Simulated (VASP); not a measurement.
Runs of VASP 6.6.1 on Ba2IrO4. The structure is that of space group I4/mmm (No. 139), or close to it. The cells are those of the table. 

```csv
cell,gap on the mesh (eV),pressure (GPa),largest force (eV/Å)
"a = 7.359 Å, angles 147.9, 147.9, 46.0°, 7 atoms",none,(b),0.47
"a = 7.111 Å, angles 147.9, 147.9, 46.0°, 7 atoms",none,4.1,0.24
"a = 7.237 Å, angles 147.9, 147.9, 46.0°, 7 atoms",none,(a),0.16
"a = 7.299 Å, angles 147.9, 147.9, 46.0°, 7 atoms",none,-7.4,0.32
"a = 7.047 Å, angles 147.9, 147.9, 46.0°, 7 atoms",none,9.3,0.48
```

Alike in all rows: task single point; level LDA; potentials or basis VASP PAW LDA potentials, release 64 (Ba_sv, Ir_sv_GW, O); no spin polarisation; k mesh 9 × 9 × 9; cutoff (eV) 700; smearing fermi-dirac 0.1 eV.

Estimate the missing entries.

(a) -4.1; (b) -10.2.

Caveats: spin-orbit coupling is left out, which moves the levels of the heavy elements; an odd number of electrons without spin polarisation forces a metal; a magnetic or distorted state may lie lower; the cell stands under tension (at least some runs); the cell stands under pressure (at least some runs).

A k mesh can miss the band edges, and the runs leave out spin-orbit coupling on Ba, Ir.

A gap of «none» marks levels without a gap at the run's occupations.
